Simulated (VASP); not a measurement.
**SiO2: single point with PBEsol**

Crystal: SiO2.

```xyz
6
Lattice="4.0547 0.0000 0.0000 0.0000 4.0547 0.0000 0.0000 0.0000 2.6678" Properties=species:S:1:pos:R:3 pbc="T T T"
Si    0.0000    0.0000    0.0000
Si    2.0273    2.0273    1.3339
O     1.2436    1.2436    0.0000
O     0.7838    3.2709    1.3339
O     2.8111    2.8111    0.0000
O     3.2709    0.7838    1.3339
```

This cell differs from its parent crystal: equal xx and yy strain of -3 %.

```yaml
Program: VASP 6.6.1
Task: single point
Functional: PBEsol
Potentials_or_basis: VASP PAW PBE potentials, release 64 (Si, O)
Cutoff: 520 eV
k_mesh: 6 × 6 × 9
Occupations: fermi-dirac, width 0.03 eV
Spin: no spin polarisation
```

| Property | Result |
| --- | --- |
| Pressure | 26.3 GPa |
| Largest force | 0.780 eV/Å |
| Band gap on the k mesh | 6.26 eV |

Forces on the atoms (eV/Å):
```
Si   0.000  0.000  0.000
Si   0.000  0.000  0.000
O   -0.552 -0.552  0.000
O    0.552 -0.552  0.000
O    0.552  0.552  0.000
O   -0.552  0.552  0.000
```

Stress tensor (GPa, compression positive):
```
29.46  0.00  0.00
 0.00 29.46  0.00
 0.00  0.00 20.14
```

Levels at points of the mesh, in eV from the valence-band top:
```tsv
k point	band 14	band 15	band 16	band 17	band 18	band 19
(0.00, 0.00, 0.00)	-0.87	-0.87	0.00	6.26	6.56	8.43
(0.50, 0.00, 0.00)	-2.97	-1.12	-1.12	8.07	8.07	9.07
(0.50, 0.50, 0.00)	-2.88	-2.39	-2.39	7.72	7.72	10.17
```

It took 68 s on 1 thread of Intel Xeon 8259CL, on a shared host, peak memory 0.17 GiB.

Caveat: the cell differs from its parent crystal (equal xx and yy strain of -3 %); the stress differs along the axes, from 20 to 29 GPa; the PAW data sets were made with another functional, which shifts forces and pressure a little. A k mesh can miss the band edges.
